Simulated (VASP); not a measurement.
# Bi (Im-3m) in VASP: a series of runs, part 2 of 2

VASP 6.6.1.

## 3. Relaxation of cell and atoms, RPBE

This run uses another cell than the first one, of 31.12 Å³/atom.

Input file INCAR:

```
SYSTEM = Bi
ALGO     = Normal         ! electronic algorithm
EDIFF    = 1E-6           ! SCF threshold, eV
EDIFFG   = -0.01          ! ionic threshold
ENCUT    = 600            ! plane-wave cutoff, eV
GGA      = RP             ! functional
IBRION   = 2              ! ionic algorithm
ISIF     = 3              ! what is computed and relaxed
ISMEAR   = -1             ! smearing method
LASPH    = .True.         ! aspherical terms in the spheres
LCHARG   = .False.        ! write CHGCAR
LREAL    = .False.        ! projectors in reciprocal space
LWAVE    = .False.        ! write WAVECAR
NELM     = 100            ! most SCF steps
NSW      = 60             ! ionic steps
PREC     = Accurate       ! precision mode
SIGMA    = 0.05           ! smearing width, eV
```

Input file KPOINTS:

```
k-points
0
Gamma
  9 9 9
  0 0 0
```

Input file POSCAR:

```
Bi
1.0
   -1.9814305318      1.9814305318      1.9814305318
    1.9814305318     -1.9814305318      1.9814305318
    1.9814305318      1.9814305318     -1.9814305318
Bi
1
Direct
    0.0000000000      0.0000000000      0.0000000000
```

Potentials or basis: VASP PAW PBE potentials, release 64 (Bi_d).

Command:

```sh
> cat potpaw_PBE.64/Bi_d/POTCAR > POTCAR
> mpirun -np 1 vasp_std > vasp.out
```

Run time: 59 s. Hardware: 1 thread of Intel Xeon 8259CL, shared host; peak memory 0.17 GiB.

The run converged. Its results:

```
Free energy                           : -3.3791 eV
Relaxed volume                        : 32.47 Å³/atom
Relaxed cell                          : a = 3.481 Å, b = 3.481 Å, c = 3.481 Å, α = 109.47°, β = 109.47°, γ = 109.47°
Space group after relaxing (to 0.1 Å) : Im-3m (No. 229)
Energy gained by relaxing             : 9.2 meV/atom
Ionic steps                           : 3
Pressure after relaxing               : 0.0 GPa
Band gap on the k mesh                : zero (an odd number of electrons rules out a gap without spin polarisation)
```

Step by step:
| step | energy change (eV) | largest force (eV/Å) | pressure (GPa) | volume (Å³) |
| --- | --- | --- | --- | --- |
| 1 | 0.0000 | 0.0000 | 2.29 | 31.12 |
| 2 | -0.0071 | 0.0000 | -0.92 | 33.16 |
| 3 | -0.0092 | 0.0000 | 0.04 | 32.47 |

Final structure:
```
Bi
1.0
    -2.00966    2.00966    2.00966
     2.00966   -2.00966    2.00966
     2.00966    2.00966   -2.00966
Bi
1
Cartesian
  0.0000 0.0000 0.0000
```

Levels at points of the mesh, in eV from the Fermi level:
```csv
k point,band 5,band 6,band 7,band 8,band 9,band 10
"(0.00, 0.00, 0.00)",-22.93,-13.20,4.87,4.87,4.87,8.61
```

Caveat: the PAW data sets were made with another functional, which shifts forces and pressure a little; spin-orbit coupling is left out, which moves the levels of the heavy elements.

## 4. Single point, PBEsol, non-collinear spin, zero start, spin-orbit coupling

This run uses another cell than the first one, of 31.12 Å³/atom.

Input file INCAR:

```
ALGO = Fast
EDIFF = 1E-7
ENCUT = 520
GGA = PS
GGA_COMPAT = F
ISIF = 2
ISMEAR = -1
LASPH = T
LCHARG = F
LORBIT = 11
LORBMOM = T
LREAL = F
LSORBIT = T
LWAVE = F
MAGMOM = 0 0 0
NBANDS = 26
NELM = 150
PREC = Accurate
SIGMA = 0.05
```

Input file KPOINTS:

```
k-points
0
Gamma
  7 7 7
```

POSCAR is that of step 3.

Command:

```sh
> cat potpaw_PBE.64/Bi_d/POTCAR > POTCAR
> mpirun -np 1 vasp_ncl > vasp.out
```

Run time: 2 min. Hardware: 1 thread of Intel Xeon 8259CL, shared host; peak memory 0.24 GiB.

The run converged. Its results:

```yaml
Free_energy: -5.0207 eV
Pressure: -0.5 GPa
Net_moment: 0.00 μB per cell
Valence_electrons_inside_the_program's_atomic_spheres: Bi 12.74
```

Moments on the atoms (μB; x, y, z):
```
Bi  0.00 0.00 0.00
```

Caveat: the PAW data sets were made with another functional, which shifts forces and pressure a little.

## 5. Single point, r2SCAN0

This run uses another cell than the first one, of 29.25 Å³/atom.

Input file POSCAR:

```
Bi
1.0
   -1.9409818243      1.9409818243      1.9409818243
    1.9409818243     -1.9409818243      1.9409818243
    1.9409818243      1.9409818243     -1.9409818243
Bi
1
Direct
    0.0000000000      0.0000000000      0.0000000000
```

Input file INCAR.step1:

```
PREC     = Accurate       # precision mode
ENCUT    = 520            # plane-wave cutoff, eV
EDIFF    = 1E-5           # SCF threshold, eV
ISMEAR   = -1             # smearing method
SIGMA    = 0.05           # smearing width, eV
LREAL    = False          # projectors in reciprocal space
LASPH    = True           # aspherical terms in the spheres
NELM     = 100            # most SCF steps
ALGO     = Normal         # electronic algorithm
ISIF     = 2              # what is computed and relaxed
LWAVE    = True           # write WAVECAR
LCHARG   = False          # write CHGCAR
NBANDS   = 14             # bands
GGA      = PE             # functional
```

Input file INCAR.step2:

```
PREC     = Accurate       # precision mode
ENCUT    = 520            # plane-wave cutoff, eV
EDIFF    = 1E-6           # SCF threshold, eV
ISMEAR   = -1             # smearing method
SIGMA    = 0.05           # smearing width, eV
LREAL    = False          # projectors in reciprocal space
LASPH    = True           # aspherical terms in the spheres
NELM     = 100            # most SCF steps
ALGO     = Normal         # electronic algorithm
ISIF     = 2              # what is computed and relaxed
LWAVE    = False          # write WAVECAR
LCHARG   = False          # write CHGCAR
METAGGA  = R2SCAN         # meta-GGA
LHFCALC  = True           # exact exchange
AEXX     = 0.25           # exact-exchange fraction
LMIXTAU  = True         
PRECFOCK = Normal       
NBANDS   = 14             # bands
ISTART   = 1
```

Input file KPOINTS:

```
regular mesh
0
Gamma
  5 5 5
```

Potentials or basis: VASP PAW PBE potentials, release 64 (Bi_d).

Command:

```sh
> cat potpaw_PBE.64/Bi_d/POTCAR > POTCAR
> cp INCAR.step1 INCAR
> mpirun -np 1 vasp_std > vasp.out
> cp INCAR.step2 INCAR
> mpirun -np 1 vasp_std > vasp.out
```

OUTCAR:

```text
PREC = Accurate
   ENCUT = 520
   EDIFF = 1E-6
   ISMEAR = -1
   LREAL = False
   LASPH = True
   NELM = 100
   ISIF = 2
   METAGGA = R2SCAN
   LHFCALC = True
   AEXX = 0.25
   PRECFOCK = Normal
   ISTART = 1

 ion  position               nearest neighbor table
   1  0.000  0.000  0.000-

  LATTYP: Found a body centered cubic cell.
 ALAT       =     3.8819636486

  Lattice vectors:

[... 339 lines left out ...]
      9       6.3167      2.00000
     10      13.4234      0.00000
     11      15.4197      0.00000
     12      25.4262      0.00000
     13      26.9390      0.00000
     14      26.9390      0.00000

------------------------ aborting loop because EDIFF is reached ----------------------------------------

  FORCE on cell =-STRESS in cart. coord.  units (eV):
  Direction    XX          YY          ZZ          XY          YZ          ZX
  --------------------------------------------------------------------------------------
  -------------------------------------------------------------------------------------
  Total        0.2261409      0.2261409      0.2261409     -0.0000000      0.0000000     -0.0000000
  in kB       12.3869743     12.3869743     12.3869743     -0.0000000      0.0000000     -0.0000000
  external PRESSURE =      12.3869743 kB  Pullay stress =       0.0000000 kB

 VOLUME and BASIS-vectors are now :
 -----------------------------------------------------------------------------
  energy-cutoff  :      520.00
  volume of cell :       29.25
      direct lattice vectors                 reciprocal lattice vectors
    -1.940981824  1.940981824  1.940981824     0.000000000  0.257601588  0.257601588
     1.940981824 -1.940981824  1.940981824     0.257601588  0.000000000  0.257601588
     1.940981824  1.940981824 -1.940981824     0.257601588  0.257601588  0.000000000

 POSITION                                       TOTAL-FORCE (eV/Angst)
 -----------------------------------------------------------------------------------
      0.00000      0.00000      0.00000        -0.000000      0.000000      0.000000
 -----------------------------------------------------------------------------------
    total drift:                               -0.000000     -0.000000     -0.000000

  FREE ENERGIE OF THE ION-ELECTRON SYSTEM (eV)
  ---------------------------------------------------
  free  energy   TOTEN  =       -46.1155610484 eV

  energy  without entropy=      -46.1091452269  energy(sigma->0) =      -46.11235314
```

It took 22 min on 1 thread of Intel Xeon 8259CL, shared host; peak memory 0.17 GiB.

Results:

```yaml
Free_energy: -46.1156 eV
Pressure: 1.2 GPa
Band_gap_on_the_k_mesh: zero (an odd number of electrons rules out a gap without spin polarisation)
```

Levels at points of the mesh, in eV from the Fermi level:
| k point | band 5 | band 6 | band 7 | band 8 | band 9 | band 10 |
| --- | --- | --- | --- | --- | --- | --- |
| (0.00, 0.00, 0.00) | -25.99 | -16.35 | 6.82 | 6.82 | 6.82 | 11.96 |

Caveat: the k points lie up to 0.46 Å⁻¹ apart, too coarse for converged energies and pressures of a metal; the PAW data sets were made with another functional, which shifts forces and pressure a little; spin-orbit coupling is left out, which moves the levels of the heavy elements.

## 6. The runs side by side

| task | level | spin | cell | k mesh | cutoff (eV) | grid for exact exchange (PRECFOCK) | share of exact exchange | gap on the mesh (eV) | pressure (GPa) |
| --- | --- | --- | --- | --- | --- | --- | --- | --- | --- |
| single point | r2SCAN+D3(BJ) | off | a = 3.499 Å, angles 109.5°, 1 atom | 9 × 9 × 9 | 520 | - | - | none | -4.1 |
| relaxation of cell and atoms | RPBE | off | relaxed from a = 3.432 Å, angles 109.5°, 1 atom | 9 × 9 × 9 | 600 | - | - | none | 0.0 |
| single point | PBEsol | non-collinear, zero start, SOC | a = 3.432 Å, angles 109.5°, 1 atom | 7 × 7 × 7 | 520 | - | - | - | -0.5 |
| single point | r2SCAN0 | off | a = 3.362 Å, angles 109.5°, 1 atom | 5 × 5 × 5 | 520 | Normal | 0.25 | none | 1.2 |

Alike in all rows: potentials or basis VASP PAW PBE potentials, release 64 (Bi_d); smearing fermi-dirac 0.05 eV.

Caveats: some runs use coarse meshes; the PAW data sets were made with another functional, which shifts forces and pressure a little; spin-orbit coupling is left out, which moves the levels of the heavy elements (at least some runs); the cell stands under tension (at least some runs).

Absolute energies hang on the potentials; compare differences alone.
